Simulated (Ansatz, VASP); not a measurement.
## HgTe in VASP and in Ansatz

The input INCAR:

```
PREC     = Accurate       # precision mode
ENCUT    = 600            # plane-wave cutoff, eV
EDIFF    = 1E-7           # SCF threshold, eV
ISMEAR   = -1             # smearing method
SIGMA    = 0.05           # smearing width, eV
LREAL    = False          # projectors in reciprocal space
LASPH    = True           # aspherical terms in the spheres
NELM     = 100            # most SCF steps
ALGO     = Normal         # electronic algorithm
ISIF     = 3              # what is computed and relaxed
LWAVE    = False          # write WAVECAR
LCHARG   = False          # write CHGCAR
GGA      = RE             # functional
IBRION   = 2              # ionic algorithm
NSW      = 80             # ionic steps
EDIFFG   = -0.01          # ionic threshold
```

The input KPOINTS:

```
Automatic mesh
0
Gamma
  7 7 7
```

File POSCAR:

```
HgTe
1.0
    0.0000000000      3.2145000000      3.2145000000
    3.2145000000      0.0000000000      3.2145000000
    3.2145000000      3.2145000000      0.0000000000
Hg Te
1 1
Direct
    0.0000000000      0.0000000000      0.0000000000
    0.7500000000      0.7500000000      0.7500000000
```

File input.yaml:

```yaml
crystal:
  lattice:
    - [0.0, 3.2145, 3.2145]
    - [3.2145, 0.0, 3.2145]
    - [3.2145, 3.2145, 0.0]
  atoms:
    - { symbol: Hg, position: [0.0, 0.0, 0.0] }
    - { symbol: Te, position: [0.75, 0.75, 0.75] }
kpoints:
  mp_grid: { grid: [7, 7, 7] }
scf:
  occupations: { method: fermi_dirac, width: 0.05 }
hamiltonian:
  xc: revpbe
  pseudopotentials: { kind: all_electron, lapw: { basis_error: 0.001 } }
output:
  forces: true
  stress: true
relax:
  f_tol: 0.01
  max_steps: 60
  cell: {}
```

Alike in both runs: task relaxation of cell and atoms; functional revPBE; k mesh 7 × 7 × 7; occupations fermi-dirac, width 0.05 eV; no spin polarisation.

|  | VASP | Ansatz |
| --- | --- | --- |
| version | VASP 6.6.1 | Ansatz 0.2.0 |
| potentials or method | VASP PAW PBE potentials, release 64 (Hg, Te), cutoff 600 eV | all-electron LAPW, scalar-relativistic |

Ansatz gave:

| Quantity | Value |
| --- | --- |
| relaxed volume (Å³/atom) | 38.14 |
| relaxed cell length with the largest relative difference (Å) | 4.760 |

Question: Estimate VASP's values.

Answer: Relaxed volume (Å³/atom): 38.07; relaxed cell length with the largest relative difference (Å): 4.758.

VASP's potentials were made for PBE, not for revPBE. Ansatz ran all-electron here, and VASP with PAW potentials.

Neither program's run includes spin-orbit coupling.
